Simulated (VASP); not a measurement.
Input of a VASP 6.6.1 run:

INCAR

```
PREC = Accurate
ENCUT = 520
EDIFF = 1E-7
ISMEAR = -1
SIGMA = 0.08
LREAL = False
LASPH = True
NELM = 60
ALGO = Normal
ISIF = 2
LWAVE = False
LCHARG = False
GGA = PE
NBANDS = 21
```

The input KPOINTS:

```
Automatic mesh
0
Gamma
  12 12 12
```

POSCAR

```
Sn
1.0
    0.0000000000      2.7314506255      2.7314506255
    2.7314506255      0.0000000000      2.7314506255
    2.7314506255      2.7314506255      0.0000000000
Sn
2
Direct
   -0.1250000000     -0.1250000000     -0.1250000000
    0.1250000000      0.1250000000      0.1250000000
```

Potentials or basis: VASP PAW PBE potentials, release 64 (Sn_d).

The run is started by

```console
$ cat potpaw_PBE.64/Sn_d/POTCAR > POTCAR
$ mpirun -np 1 vasp_std > vasp.out
```

Problem. Estimate the pressure.

Solution. 87.1 GPa.

Problem. Estimate the band gap on the k mesh.

Solution. Zero (band 14 reaches 13.30 eV, above the bottom of band 15 at 12.70 eV).

Caveat: spin-orbit coupling is left out, which moves the levels of the heavy elements.
